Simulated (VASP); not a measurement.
Wanted: the native input for a VASP 6.6.1 run.

```yaml
Task: single point
Functional: PBEsol
Potentials_or_basis: VASP PAW PBE potentials, release 64 (Ca_sv, S, Ni_sv_GW)
Cutoff: 510 eV
k_mesh: 2 × 1 × 2
Occupations: gaussian, width 0.01 eV
Spin: collinear spin, ferromagnetic start
Starting_moments: "[0.0, 0.0, 0.0, 0.0, 0.0, 0.0, 0.0, 0.0, 0.0, 0.0, 0.0, 0.0, 0.0, 0.0, 0.0, 0.4] μB"
Hubbard_terms: Ni d U = 6.2 eV
Dipole_correction: no
Further_INCAR_settings: LREAL = Auto; ALGO = Normal; EDIFF = 1e-06; NBANDS = 86
```

The structure of Ca7NiS8 (a cell with a defect) lies in POSCAR:

```
Ca7NiS8
1.0
    5.6860000000      0.0000000000      0.0000000000
    0.0000000000     11.3720000000      0.0000000000
    0.0000000000      0.0000000000      5.6860000000
Ca S Ni
7 8 1
Direct
    0.0052967200      0.9987385800      0.0033019300
    0.0019783800      0.5012016400      0.9913296300
    0.9932787300      0.2532701200      0.5009214700
    0.0005232600      0.7502530700      0.4980224500
    0.5054993900      0.0007644300      0.5100528500
    0.5074335100      0.4956409300      0.4990010700
    0.5162658500      0.2510591400      0.9977985600
    0.5012372400      0.0045836500      0.9984467300
    0.4970953500      0.5073970200      0.9932189700
    0.5003499800      0.2506277300      0.5025815700
    0.4894463900      0.7495108000      0.5062025300
    0.9995014800      0.9987073100      0.5054457100
    0.9852604700      0.5026085600      0.5016805400
    0.0131550100      0.2565175500      0.9956207500
    0.9941526800      0.7506626200      0.0069948600
    0.5077602400      0.7452301600      0.0031623300
```

These files were run (other wordings do the same):

INCAR

```
SYSTEM = Ca7NiS8
PREC = Accurate
ENCUT = 510
EDIFF = 1E-6
ISMEAR = 0
SIGMA = 0.01
LREAL = Auto
LASPH = .True.
NELM = 200
ALGO = Normal
ISIF = 2
LWAVE = .False.
LCHARG = .False.
ISPIN = 2
MAGMOM = 0 0 0 0 0 0 0 0 0 0 0 0 0 0 0 0.4
LORBIT = 11
LMAXMIX = 4
LDAU = .True.
LDAUTYPE = 2
LDAUL = -1 -1 2
LDAUU = 0 0 6.2
LDAUJ = 0 0 0
LDAUPRINT = 1
GGA = PS
NBANDS = 86
GGA_COMPAT = .False.
```

KPOINTS

```
regular mesh
0
Gamma
  2 1 2
  0 0 0
```

Potentials or basis: VASP PAW PBE potentials, release 64 (Ca_sv, S, Ni_sv_GW).

Launch:

```bash
$ cat potpaw_PBE.64/Ca_sv/POTCAR potpaw_PBE.64/S/POTCAR potpaw_PBE.64/Ni_sv_GW/POTCAR > POTCAR
$ mpirun -np 1 vasp_std > vasp.out
```

Results of the run:

The pressure is -2.9 GPa, the largest force is 0.591 eV/Å and the band gap on the k mesh is 1.27 eV. The net moment is 2.03 μB per cell, the site moments are Ca -0.00, +0.01 (each value once); S +0.02, +0.00, +0.03 (each value once); Ni +1.77 μB and the valence electrons inside the program's atomic spheres are Ca 8.12, 8.13 (each value once); S 3.74, 3.77, 3.71, 3.76, 3.72 (each value once); Ni 15.94.

Caveat: the k points lie up to 0.55 Å⁻¹ apart; the PAW data sets were made with another functional, which shifts forces and pressure a little.

Wall time 57 min on 1 thread of AMD EPYC 7R43 64-Core Processor (Zen 3), with other jobs on the host, peak memory 0.56 GiB.
